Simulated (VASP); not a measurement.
Runs of VASP 6.6.1 on BiTe. The structure is that of space group R-3m (No. 166), or close to it. The cells are those of the table. 

```csv
cell,gap on the mesh (eV),pressure (GPa)
"a = 4.319 Å, angles 70.6°, 2 atoms",none,-4.3
"a = 4.378 Å, angles 67.2°, 2 atoms",none,-3.0
"a = 4.389 Å, angles 65.9°, 2 atoms",none,-2.1
"a = 4.351 Å, angles 66.5°, 2 atoms",none,(a)
"a = 4.416 Å, angles 66.5°, 2 atoms",none,-3.5
"a = 4.329 Å, angles 69.2°, 2 atoms",none,(b)
"a = 4.291 Å, angles 69.9°, 2 atoms",none,-3.0
"a = 4.301 Å, angles 68.6°, 2 atoms",none,-2.0
```

Alike in all rows: task single point; level PBEsol; potentials or basis VASP PAW PBE potentials, release 64 (Bi_d, Te); no spin polarisation; k mesh 12 × 12 × 12; cutoff (eV) 520; smearing gaussian 0.15 eV.

Q: Estimate the missing entries.

A: (a) -1.5; (b) -3.4.

Caveats: the PAW data sets were made with another functional, which shifts forces and pressure a little; spin-orbit coupling is left out, which moves the levels of the heavy elements; the cell stands under tension (at least some runs).

A k mesh can miss the band edges, and the runs leave out spin-orbit coupling on Bi, Te.

A gap of «none» marks levels without a gap at the run's occupations.
